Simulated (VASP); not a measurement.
# BaF2 (Fm-3m) in VASP: further runs

The runs below take BaF2 through single point, with PBE.

All numbers are computed with VASP 6.6.1; they aren't measurements. Logs are shortened: lines on timing, memory, paths and dates and some standing lists are left out, and cuts for length are marked.

### Step 1. The cell of the first run

It takes space group Fm-3m (No. 225, cubic). The conventional cell has a = 6.088 Å, b = 6.088 Å, c = 6.088 Å, α = 90.00°, β = 90.00°, γ = 90.00°. Ba (site symmetry m-3m) has 8 F at 2.64 Å within 3.5 Å. Within 3.5 Å of F (site symmetry -43m) lie 4 Ba at 2.64 Å and 6 F at 3.04 Å.

### Step 2. Single point, PBE

Contents of INCAR:

```
SYSTEM = BaF2
  PREC = Accurate
  ENCUT = 1350
  EDIFF = 1E-6
  ISMEAR = -1
  SIGMA = 0.05
  LREAL = .FALSE.
  LASPH = .TRUE.
  NELM = 120
  ALGO = Normal
  ISIF = 2
  LWAVE = .FALSE.
  LCHARG = .FALSE.
  GGA = PE
  NBANDS = 19
  GGA_COMPAT = .FALSE.
```

Contents of KPOINTS:

```
Automatic mesh
0
G
  6 6 6
  0 0 0
```

Contents of POSCAR:

```
BaF2
1.0
    0.0000000000      3.0439281266      3.0439281266
    3.0439281266      0.0000000000      3.0439281266
    3.0439281266      3.0439281266      0.0000000000
Ba F
1 2
Direct
    0.0000000000      0.0000000000      0.0000000000
    0.2500000000      0.2500000000      0.2500000000
    0.7500000000      0.7500000000      0.7500000000
```

Potentials or basis: VASP PAW PBE potentials, release 64 (Ba_sv, F_h).

The run is started by

```
cat potpaw_PBE.64/Ba_sv/POTCAR potpaw_PBE.64/F_h/POTCAR > POTCAR
mpirun -np 1 vasp_std > vasp.out
```

OUTCAR:

```text
SYSTEM = BaF2
   PREC = Accurate
   ENCUT = 1350
   EDIFF = 1E-6
   ISMEAR = -1
   LREAL = .FALSE.
   LASPH = .TRUE.
   NELM = 120
   ISIF = 2
   GGA = PE

 ion  position               nearest neighbor table
   1  0.000  0.000  0.000-   3 2.64   3 2.64   2 2.64   2 2.64   3 2.64   2 2.64   3 2.64   2 2.64

   2  0.250  0.250  0.250-   1 2.64   1 2.64   1 2.64   1 2.64
   3  0.750  0.750  0.750-   1 2.64   1 2.64   1 2.64   1 2.64

  LATTYP: Found a face centered cubic cell.
 ALAT       =     6.0878562532

  Lattice vectors:

 A1 = (   0.0000000000,   3.0439281266,   3.0439281266)
 A2 = (   3.0439281266,   0.0000000000,   3.0439281266)
 A3 = (   3.0439281266,   3.0439281266,   0.0000000000)

Analysis of symmetry for initial positions (statically):
=====================================================================
 Subroutine PRICEL returns:
 Original cell was already a primitive cell.

 Routine SETGRP: Setting up the symmetry group for a
 face centered cubic supercell.

 Subroutine GETGRP returns: Found 48 space group operations
 (whereof 48 operations were pure point group operations)
 out of a pool of 48 trial point group operations.

The static configuration has the point symmetry O_h .

Analysis of symmetry for dynamics (positions and initial velocities):
=====================================================================
 Subroutine PRICEL returns:
 Original cell was already a primitive cell.

 Routine SETGRP: Setting up the symmetry group for a
 face centered cubic supercell.

 Subroutine GETGRP returns: Found 48 space group operations
 (whereof 48 operations were pure point group operations)
 out of a pool of 48 trial point group operations.

The dynamic configuration has the point symmetry O_h .

 Subroutine INISYM returns: Found 48 space group operations
 (whereof 48 operations are pure point group operations),
 and found     1 'primitive' translations

----------------------------------------------------------------------------------------

                                     Primitive cell

  volume of cell :      56.4070

  direct lattice vectors                    reciprocal lattice vectors
     0.000000000  3.043928127  3.043928127    -0.164261434  0.164261434  0.164261434
     3.043928127  0.000000000  3.043928127     0.164261434 -0.164261434  0.164261434
     3.043928127  3.043928127  0.000000000     0.164261434  0.164261434 -0.164261434

  length of vectors
     4.304764440  4.304764440  4.304764440     0.284509150  0.284509150  0.284509150

  position of ions in fractional coordinates (direct lattice)
     0.000000000  0.000000000  0.000000000
     0.250000000  0.250000000  0.250000000
     0.750000000  0.750000000  0.750000000

  ion indices of the primitive-cell ions
   primitive index   ion index
                 1           1
                 2           2
                 3           3

----------------------------------------------------------------------------------------

 KPOINTS: Automatic mesh

Automatic generation of k-mesh.
 Grid dimensions read from file:
 generate k-points for:    6    6    6

 Generating k-lattice:

  Cartesian coordinates                     Fractional coordinates (reciprocal lattice)
    -0.027376906  0.027376906  0.027376906     0.166666667  0.000000000  0.000000000
     0.027376906 -0.027376906  0.027376906     0.000000000  0.166666667  0.000000000
     0.027376906  0.027376906 -0.027376906     0.000000000  0.000000000  0.166666667

  Length of vectors
     0.047418192  0.047418192  0.047418192

  Shift w.r.t. Gamma in fractional coordinates (k-lattice)
     0.000000000  0.000000000  0.000000000

 Subroutine IBZKPT returns following result:
 ===========================================

 Found     16 irreducible k-points:

 Following reciprocal coordinates:
            Coordinates               Weight
  0.000000  0.000000  0.000000      1.000000
  0.166667  0.000000  0.000000      8.000000
  0.333333  0.000000  0.000000      8.000000
  0.500000  0.000000  0.000000      4.000000
  0.166667  0.166667  0.000000      6.000000
  0.333333  0.166667  0.000000     24.000000
[... 8 lines left out ...]
 -0.333333  0.333333  0.166667     24.000000
 -0.333333  0.500000  0.166667     12.000000
   k-points           NKPTS =     16   k-points in BZ     NKDIM =     16   number of bands    NBANDS=     19
   number of dos      NEDOS =    301   number of ions     NIONS =      3
   total plane-waves  NPLWV = 157464
   dimension x,y,z NGX =    54 NGY =   54 NGZ =   54
   dimension x,y,z NGXF=   108 NGYF=  108 NGZF=  108
   ions per type =               1   2
   NGX,Y,Z   is equivalent  to a cutoff of  20.85, 20.85, 20.85 a.u.
   NGXF,Y,Z  is equivalent  to a cutoff of  41.71, 41.71, 41.71 a.u.
 SYSTEM =  BaF2
   PREC   = accura    normal or accurate (medium, high low for compatibility)
   ISTART =      0    job   : 0-new  1-cont  2-samecut
   ICHARG =      2    charge: 1-file 2-atom 10-const
   ISPIN  =      1    spin polarized calculation?
   LNONCOLLINEAR =      F non collinear calculations
   LSORBIT =      F    spin-orbit coupling
   LASPH  =      T    aspherical Exc in radial PAW
   ENCUT  = 1350.0 eV  99.22 Ry    9.96 a.u.  12.90 12.90 12.90*2*pi/ulx,y,z
   NELM   =    120;   NELMIN=  2; NELMDL= -5     # of ELM steps
   EDIFF  = 0.1E-05   stopping-criterion for ELM
   LREAL  =      F    real-space projection
[... 7 lines left out ...]
   TEBEG  =    0.0;   TEEND  =   0.0 temperature during run
   PSTRESS=    0.0 pullay stress
   NELECT =      24.0000    total number of electrons
   NUPDOWN=      -1.0000    fix difference up-down
   EMIN   =  10.00;   EMAX   =-10.00  energy-range for DOS
   EFERMI =   0.00;   METHOD = LEGACY
   ISMEAR =    -1;   SIGMA  =   0.05  broadening in eV -4-tet -1-fermi 0-gaus
   EFERMI_NEDOS =   21; number of points for ismear=-14 and -15
   IALGO  =     38    algorithm
   IMIX   =      4    mixing-type and parameters
     AMIX     =   0.40;   BMIX     =  1.00
     AMIX_MAG =   1.60;   BMIX_MAG =  1.00
  volume/ion in A,a.u.               =      18.80       126.88
  Fermi-wavevector in a.u.,A,eV,Ry     =   1.231310  2.326839 20.628134  1.516125
  Thomas-Fermi vector in A             =   2.366125
   LORBIT       =      0    0 simple, 1 ext, 2 COOP (PROOUT), +10 PAW based schemes
   GGA     = PE    functional components
   LHFCALC =     F    Hartree Fock is set to
   AEXX    =    0.0000 exact exchange contribution
   IVDW    =     0    specifies the selected vdW correction
   LEPSILON=     F    determine dielectric tensor
   LRPA    =     F    only Hartree local field effects (RPA)
 non-spin polarized calculation
  energy-cutoff  :     1350.00
  volume of cell :       56.41
 maximum number of plane-waves:      6375
 NGX is ok and might be reduce to    54
   NGX = 25   NGY = 25   NGZ = 25

 number of electron      24.0000000 magnetization

 Free energy of the ion-electron system (eV)
  ---------------------------------------------------
  ext. energy  EPLUGINS =         0.00000000
  ---------------------------------------------------
  free energy    TOTEN  =       -17.03517825 eV

  energy without entropy =      -17.03517825  energy(sigma->0) =      -17.03517825

 E-fermi :  -0.3737     XC(G=0):  -8.9533

 val. band max:       -1.5506333663   @ k =  -0.1667   0.1667   0.0000
 cond. band min:       5.4798165262   @ k =   0.0000   0.0000   0.0000
 fundamental gap:      7.0304498925
 Fermi energy:        -0.3736938686

 k-point     1 :       0.0000    0.0000    0.0000
  band No.  band energies     occupation
      1     -24.5105      2.00000
      2     -20.5559      2.00000
      3     -20.4158      2.00000
      4      -9.2547      2.00000
      5      -9.2547      2.00000
      6      -9.2547      2.00000
[... 11 lines left out ...]
     18      10.3011      0.00000
     19      14.2868      0.00000

 k-point     2 :       0.1667    0.0000    0.0000
  band No.  band energies     occupation
      1     -24.4423      2.00000
      2     -20.5888      2.00000
      3     -20.5000      2.00000
      4      -9.3132      2.00000
      5      -9.3068      2.00000
      6      -9.3068      2.00000
[... 11 lines left out ...]
     18      10.3218      0.00000
     19      13.2456      0.00000

 k-point     3 :       0.3333    0.0000    0.0000
  band No.  band energies     occupation
      1     -24.2948      2.00000
      2     -20.7379      2.00000
      3     -20.5967      2.00000
      4      -9.4089      2.00000
      5      -9.4058      2.00000
      6      -9.4058      2.00000
[... 11 lines left out ...]
     18      10.4015      0.00000
     19      12.4186      0.00000

 k-point     4 :       0.5000    0.0000    0.0000
  band No.  band energies     occupation
      1     -24.2144      2.00000
      2     -20.8424      2.00000
      3     -20.6220      2.00000
      4      -9.4529      2.00000
      5      -9.4529      2.00000
      6      -9.4481      2.00000
[... 11 lines left out ...]
     18      10.4687      0.00000
     19      12.9902      0.00000

 k-point     5 :       0.1667    0.1667    0.0000
  band No.  band energies     occupation
      1     -24.4191      2.00000
      2     -20.5928      2.00000
      3     -20.5349      2.00000
      4      -9.3864      2.00000
      5      -9.3864      2.00000
      6      -9.2064      2.00000
[... 11 lines left out ...]
     18      10.4029      0.00000
     19      14.3563      0.00000
[... 158 lines left out ...]
      2     -20.9298      2.00000
      3     -20.7011      2.00000
      4      -9.7413      2.00000
      5      -9.7413      2.00000
      6      -9.0403      2.00000
[... 11 lines left out ...]
     18      11.9266      0.00000
     19      13.9411      0.00000

 k-point    14 :       0.5000    0.3333    0.1667
  band No.  band energies     occupation
      1     -24.1903      2.00000
      2     -20.7837      2.00000
      3     -20.7191      2.00000
      4      -9.6270      2.00000
      5      -9.5182      2.00000
      6      -9.2663      2.00000
[... 11 lines left out ...]
     18      11.3601      0.00000
     19      13.4318      0.00000

 k-point    15 :      -0.3333    0.3333    0.1667
  band No.  band energies     occupation
      1     -24.1342      2.00000
      2     -20.8240      2.00000
      3     -20.7680      2.00000
      4      -9.6896      2.00000
      5      -9.4074      2.00000
      6      -9.4063      2.00000
[... 11 lines left out ...]
     18      12.2957      0.00000
     19      13.0978      0.00000

 k-point    16 :      -0.3333    0.5000    0.1667
  band No.  band energies     occupation
      1     -24.1061      2.00000
      2     -20.8744      2.00000
      3     -20.7601      2.00000
      4      -9.7585      2.00000
      5      -9.5665      2.00000
      6      -9.2161      2.00000
[... 11 lines left out ...]
     18      13.4810      0.00000
     19      13.8237      0.00000

------------------------ aborting loop because EDIFF is reached ----------------------------------------

  FORCE on cell =-STRESS in cart. coord.  units (eV):
  Direction    XX          YY          ZZ          XY          YZ          ZX
  --------------------------------------------------------------------------------------
  -------------------------------------------------------------------------------------
  Total        2.1995791      2.1995791      2.1995791      0.0000000     -0.0000000      0.0000000
  in kB       62.4765420     62.4765420     62.4765420      0.0000000     -0.0000000      0.0000000
  external PRESSURE =      62.4765420 kB  Pullay stress =       0.0000000 kB

 VOLUME and BASIS-vectors are now :
 -----------------------------------------------------------------------------
  energy-cutoff  :     1350.00
  volume of cell :       56.41
      direct lattice vectors                 reciprocal lattice vectors
     0.000000000  3.043928127  3.043928127    -0.164261434  0.164261434  0.164261434
     3.043928127  0.000000000  3.043928127     0.164261434 -0.164261434  0.164261434
     3.043928127  3.043928127  0.000000000     0.164261434  0.164261434 -0.164261434

 POSITION                                       TOTAL-FORCE (eV/Angst)
 -----------------------------------------------------------------------------------
      0.00000      0.00000      0.00000        -0.000000     -0.000000     -0.000000
      1.52196      1.52196      1.52196        -0.000000     -0.000000      0.000000
      4.56589      4.56589      4.56589         0.000000      0.000000     -0.000000
 -----------------------------------------------------------------------------------
    total drift:                                0.000000      0.000000      0.000000

  FREE ENERGIE OF THE ION-ELECTRON SYSTEM (eV)
  ---------------------------------------------------
  free  energy   TOTEN  =       -17.0351782475 eV

  energy  without entropy=      -17.0351782474  energy(sigma->0) =      -17.03517825
```

It took 74 s on 1 thread of Intel Xeon Platinum 8375C at 2.90GHz (Ice Lake), shared host; peak memory 0.42 GiB.

What came out:

| Item | Value |
| --- | --- |
| Free energy | -17.0352 eV |
| Pressure | 6.2 GPa |
| Band gap on the k mesh | 7.03 eV (least direct gap 7.12 eV) |

Caveat: the cell stands under pressure; spin-orbit coupling is left out, which moves the levels of the heavy elements. A k mesh can miss the band edges.

### Step 3. Single point, PBE

This run uses another cell than the first one, of 18.27 Å³/atom.

Contents of INCAR:

```
PREC = Accurate
ENCUT = 1350
EDIFF = 1E-6
ISMEAR = -1
SIGMA = 0.05
LREAL = False
LASPH = True
NELM = 120
ALGO = Normal
ISIF = 2
LWAVE = False
LCHARG = True
GGA = PE
LELF = True
LVHAR = True
NBANDS = 19
GGA_COMPAT = False
```

Contents of KPOINTS:

```
Automatic mesh
0
Gamma
  6 6 6
```

Contents of POSCAR:

```
BaF2
1.0
    0.0000000000      3.0150739907      3.0150739907
    3.0150739907      0.0000000000      3.0150739907
    3.0150739907      3.0150739907      0.0000000000
Ba F
1 2
Direct
    0.0000000000      0.0000000000      0.0000000000
    0.2500000000      0.2500000000      0.2500000000
    0.7500000000      0.7500000000      0.7500000000
```

Potentials or basis: VASP PAW PBE potentials, release 64 (Ba_sv, F_h).

The run is started by

```
cat potpaw_PBE.64/Ba_sv/POTCAR potpaw_PBE.64/F_h/POTCAR > POTCAR
mpirun -np 1 vasp_std > vasp.out
```

Wall time 2.6 min (1 thread of AMD EPYC 7R43 (Zen 3), shared host); peak memory 0.38 GiB.

Results (log left out):

```yaml
Free_energy: -16.9574 eV
Pressure: 8.8 GPa
Band_gap_on_the_k_mesh: 7.16 eV (least direct gap 7.26 eV)
```

Levels at points of the mesh, in eV from the valence-band top:
```csv
k point,band 9,band 10,band 11,band 12,band 13,band 14,band 15,band 16
"(0.00, 0.00, 0.00)",-1.75,-0.10,-0.10,-0.10,7.16,9.50,9.50,12.09
"(0.50, 0.00, 0.00)",-0.75,-0.33,-0.14,-0.14,9.53,9.53,9.64,10.13
"(0.50, 0.50, 0.00)",-0.46,-0.24,-0.24,-0.20,7.41,9.45,11.19,12.65
```

Caveat: the cell stands under pressure; spin-orbit coupling is left out, which moves the levels of the heavy elements.
